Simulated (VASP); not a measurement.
# AlN (P6_3/mmc) in VASP: notebook, part 2 of 2

VASP 6.6.1. The steps go on from the part before.

## (4) Single point, PBEsol

This run uses another cell than the first one, of 10.51 Å³/atom, 1.007 times its volume.

Input file INCAR:

```
PREC = Accurate
ENCUT = 520
EDIFF = 1E-6
ISMEAR = 0
SIGMA = 0.05
LREAL = F
LASPH = T
NELM = 100
ALGO = Normal
ISIF = 2
LWAVE = F
LCHARG = F
GGA = PS
NBANDS = 16
```

Input file KPOINTS:

```
Automatic mesh
0
Gamma
  9 9 6
```

Input file POSCAR:

```
AlN
1.0
    3.3411000000      0.0000000000      0.0000000000
   -1.6705500000      2.8934774766      0.0000000000
    0.0000000000      0.0000000000      4.3470000000
Al N
2 2
Direct
    0.3333333333      0.6666666667      0.7500000000
    0.6666666667      0.3333333333      0.2500000000
    0.3333333333      0.6666666667      0.2500000000
    0.6666666667      0.3333333333      0.7500000000
```

Potentials or basis: VASP PAW PBE potentials, release 64 (Al, N).

On the command line:

```console
cat potpaw_PBE.64/Al/POTCAR potpaw_PBE.64/N/POTCAR > POTCAR
mpirun -np 1 vasp_std > vasp.out
```

OUTCAR:

```text
PREC = Accurate
   ENCUT = 520
   EDIFF = 1E-6
   ISMEAR = 0
   LREAL = F
   LASPH = T
   NELM = 100
   ISIF = 2
   GGA = PS

 ion  position               nearest neighbor table
   1  0.333  0.667  0.750-   4 1.93   4 1.93   4 1.93   3 2.17   3 2.17   2 2.91   2 2.91   2 2.91
                             2 2.91   2 2.91   2 2.91
   2  0.667  0.333  0.250-   3 1.93   3 1.93   3 1.93   4 2.17   4 2.17   1 2.91   1 2.91   1 2.91
                             1 2.91   1 2.91   1 2.91
   3  0.333  0.667  0.250-   2 1.93   2 1.93   2 1.93   1 2.17   1 2.17
[... 662 lines left out ...]
  --------------------------------------------------------------------------------------
  -------------------------------------------------------------------------------------
  Total       -3.0955745     -3.0955745     -3.6412584      0.0000000     -0.0000000      0.0000000
  in kB     -118.0191890   -118.0191890   -138.8234597      0.0000000     -0.0000000      0.0000000
  external PRESSURE =    -124.9539459 kB  Pullay stress =       0.0000000 kB

 VOLUME and BASIS-vectors are now :
 -----------------------------------------------------------------------------
  energy-cutoff  :      520.00
  volume of cell :       42.02
      direct lattice vectors                 reciprocal lattice vectors
     3.341100000  0.000000000  0.000000000     0.299302625  0.172802451  0.000000000
    -1.670550000  2.893477477  0.000000000     0.000000000  0.345604902  0.000000000
     0.000000000  0.000000000  4.347000000     0.000000000  0.000000000  0.230043708

 POSITION                                       TOTAL-FORCE (eV/Angst)
 -----------------------------------------------------------------------------------
     -0.00000      1.92898      3.26025        -0.000000      0.000000      0.000000
      1.67055      0.96449      1.08675         0.000000     -0.000000      0.000000
     -0.00000      1.92898      1.08675         0.000000     -0.000000      0.000000
      1.67055      0.96449      3.26025        -0.000000      0.000000      0.000000
 -----------------------------------------------------------------------------------
    total drift:                               -0.000000      0.000000     -0.000000

  FREE ENERGIE OF THE ION-ELECTRON SYSTEM (eV)
  ---------------------------------------------------
  free  energy   TOTEN  =       -30.8149360909 eV

  energy  without entropy=      -30.8149360909  energy(sigma->0) =      -30.81493609
```

OSZICAR:

```text
N       E                     dE             d eps       ncg     rms          rms(c)
DAV:   1     0.390147563352E+02    0.39015E+02   -0.72600E+03  1536   0.894E+02
DAV:   2    -0.314591625792E+02   -0.70474E+02   -0.64248E+02  2248   0.184E+02
DAV:   3    -0.348365101339E+02   -0.33773E+01   -0.33664E+01  1848   0.420E+01
DAV:   4    -0.348571997993E+02   -0.20690E-01   -0.20689E-01  1912   0.365E+00
DAV:   5    -0.348574840362E+02   -0.28424E-03   -0.28424E-03  1792   0.429E-01    0.110E+01
DAV:   6    -0.308753367111E+02    0.39821E+01   -0.82074E+00  1976   0.211E+01    0.382E+00
DAV:   7    -0.308562206594E+02    0.19116E-01   -0.58195E-01  1672   0.527E+00    0.272E+00
DAV:   8    -0.308222078031E+02    0.34013E-01   -0.96104E-02  1608   0.257E+00    0.881E-01
DAV:   9    -0.308146479459E+02    0.75599E-02   -0.17016E-02  1920   0.102E+00    0.283E-01
DAV:  10    -0.308150300704E+02   -0.38212E-03   -0.20427E-03  1744   0.307E-01    0.178E-01
DAV:  11    -0.308149381260E+02    0.91944E-04   -0.12404E-04  1792   0.849E-02    0.434E-02
DAV:  12    -0.308149366589E+02    0.14671E-05   -0.58236E-06  1752   0.195E-02    0.936E-03
DAV:  13    -0.308149360909E+02    0.56798E-06   -0.27804E-06  1808   0.125E-02
   1 F= -.30814936E+02 E0= -.30814936E+02  d E =-.335492E-19
```

stdout:

```text
POSCAR found type information on POSCAR AlN
 POSCAR found :  2 types and       4 ions
 scaLAPACK will be used
 -----------------------------------------------------------------------------
|                                                                             |
|                                                                             |
|     You enforced a specific xc type in the INCAR file but a different       |
|     I HOPE YOU KNOW WHAT YOU ARE DOING!                                     |
|                                                                             |
 -----------------------------------------------------------------------------

 LDA part: xc-table for (Slater+PW92), standard interpolation
 POSCAR, INCAR and KPOINTS ok, starting setup
 FFT: planning ... GRIDC
 FFT: planning ... GRID_SOFT
 FFT: planning ... GRID
 WAVECAR not read
 entering main loop
```

Wall time 19 s (1 thread of Intel Xeon 6975P-C, shared host); peak memory 0.17 GiB.

Results:

| Quantity | Value |
| --- | --- |
| Free energy | -30.8149 eV |
| Pressure | -12.5 GPa |
| Band gap on the k mesh | 2.70 eV, direct |

Levels at points of the mesh, in eV from the valence-band top:
| k point | band 5 | band 6 | band 7 | band 8 | band 9 | band 10 | band 11 | band 12 |
| --- | --- | --- | --- | --- | --- | --- | --- | --- |
| (0.00, 0.00, 0.00) | -3.15 | -1.68 | -1.68 | 0.00 | 2.70 | 3.94 | 7.91 | 7.91 |
| (0.00, 0.00, 0.50) | -2.45 | -2.45 | -2.45 | -2.45 | 5.14 | 5.14 | 8.16 | 8.16 |

Caveat: the PAW data sets were made with another functional, which shifts forces and pressure a little. As with any semilocal functional, this PBEsol gap is likely too small.

## (5) Single point, PBEsol

This run uses another cell than the first one, of 10.35 Å³/atom, 0.992 times its volume.

Input file INCAR:

```
PREC = Accurate
ENCUT = 520
EDIFF = 1E-7
ISMEAR = 0
SIGMA = 0.05
LREAL = F
LASPH = T
NELM = 80
ALGO = Normal
ISIF = 2
LWAVE = F
LCHARG = F
GGA = PS
NBANDS = 16
```

KPOINTS is that of step 4.

Input file POSCAR:

```
AlN
1.0
    3.3807000000      0.0000000000      0.0000000000
   -1.6903500000      2.9277720826      0.0000000000
    0.0000000000      0.0000000000      4.1814000000
Al N
2 2
Direct
    0.3333333333      0.6666666667      0.7500000000
    0.6666666667      0.3333333333      0.2500000000
    0.3333333333      0.6666666667      0.2500000000
    0.6666666667      0.3333333333      0.7500000000
```

On the command line:

```console
cat potpaw_PBE.64/Al/POTCAR potpaw_PBE.64/N/POTCAR > POTCAR
mpirun -np 1 vasp_std > vasp.out
```

Run time: 21 s. Hardware: 1 thread of Intel Xeon 6975P-C, shared host; peak memory 0.17 GiB.

The run converged. Its results:

| Item | Value |
| --- | --- |
| Free energy | -30.8567 eV |
| Pressure | -11.3 GPa |
| Band gap on the k mesh | 2.96 eV, direct |

Stress tensor (GPa, compression positive):
```
-12.56   0.00   0.00
  0.00 -12.56   0.00
  0.00   0.00  -8.81
```

Levels at points of the mesh, in eV from the valence-band top:
```tsv
k point	band 5	band 6	band 7	band 8	band 9	band 10	band 11	band 12
(0.00, 0.00, 0.00)	-3.15	-1.41	-1.41	0.00	2.96	4.03	7.90	7.90
(0.00, 0.00, 0.50)	-2.31	-2.31	-2.31	-2.31	5.40	5.40	8.08	8.08
```

Caveat: the PAW data sets were made with another functional, which shifts forces and pressure a little. Expect the measured gap to be larger: semilocal functionals such as PBEsol lack the derivative discontinuity.

## (6) Summary

```tsv
cell	gap on the mesh (eV)	pressure (GPa)
a = 3.361, b = 3.361, c = 4.264 Å, angles 90.0, 90.0, 120.0°, 4 atoms	2.83	-12.1
a = 3.361, b = 3.361, c = 4.223 Å, angles 90.0, 90.0, 120.0°, 4 atoms	2.93	-10.7
a = 3.341, b = 3.341, c = 4.347 Å, angles 90.0, 90.0, 120.0°, 4 atoms	2.70	-12.5
a = 3.381, b = 3.381, c = 4.181 Å, angles 90.0, 90.0, 120.0°, 4 atoms	2.96	-11.3
```

Alike in all rows: task single point; level PBEsol; potentials or basis VASP PAW PBE potentials, release 64 (Al, N); no spin polarisation; k mesh 9 × 9 × 6; cutoff (eV) 520; smearing gaussian 0.05 eV.

Caveats: the PAW data sets were made with another functional, which shifts forces and pressure a little.

Absolute energies hang on the potentials; compare differences alone.
